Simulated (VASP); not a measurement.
Set up this calculation in VASP 6.6.1, as the native input.

- Task: single point
- Functional: PBE
- Potentials or basis: VASP PAW PBE potentials, release 64 (Co, Pt, O)
- Cutoff: 520 eV
- k mesh: 18 × 18 × 18
- Occupations: gaussian, width 0.15 eV
- Spin: no spin polarisation
- Dipole correction: no
- Further INCAR settings: ALGO = Normal; EDIFF = 1e-06; NBANDS = 24

The structure of CoPtO2 lies in POSCAR:

```
CoPtO2
1.0
    1.3845731292      0.7993836689      5.9610846606
   -1.3845731292      0.7993836689      5.9610846606
    0.0000000000     -1.5987673378      5.9610846606
Co Pt O
1 1 2
Direct
    0.5000000000      0.5000000000      0.5000000000
    0.0000000000      0.0000000000      0.0000000000
    0.8876528272      0.8876528272      0.8876528272
    0.1123471728      0.1123471728      0.1123471728
```

This cell differs from its parent crystal: strain -0.030 along x and y, +0.000 along z.

These files were run (other wordings do the same):

INCAR

```
PREC = Accurate
ENCUT = 520
EDIFF = 1E-6
ISMEAR = 0
SIGMA = 0.15
LREAL = F
LASPH = T
NELM = 60
ALGO = Normal
ISIF = 2
LWAVE = F
LCHARG = F
GGA = PE
NBANDS = 24
```

KPOINTS

```
Automatic mesh
0
Gamma
  18 18 18
```

Potentials or basis: VASP PAW PBE potentials, release 64 (Co, Pt, O).

Command:

```sh
$ cat potpaw_PBE.64/Co/POTCAR potpaw_PBE.64/Pt/POTCAR potpaw_PBE.64/O/POTCAR > POTCAR
$ mpirun -np 1 vasp_std > vasp.out
```

Results of the run:

* Pressure: 15.7 GPa
* Largest force: 0.556 eV/Å
* Band gap on the k mesh: zero (an odd number of electrons rules out a gap without spin polarisation)

Caveat: the cell differs from its parent crystal (strain -0.030 along x and y, +0.000 along z); the stress differs along the axes, from 10 to 19 GPa; spin-orbit coupling is left out, which moves the levels of the heavy elements; an odd number of electrons without spin polarisation forces a metal; a magnetic or distorted state may lie lower; the run has no spin polarisation, though such a crystal can be magnetic; semilocal functionals often make such compounds metallic where correlation or magnetic order opens a gap, which also shifts bond lengths.

Run time: 19 min on 1 thread of Intel(R) Xeon(R) 6975P-C (Granite Rapids), on a shared host, peak memory 0.79 GiB.
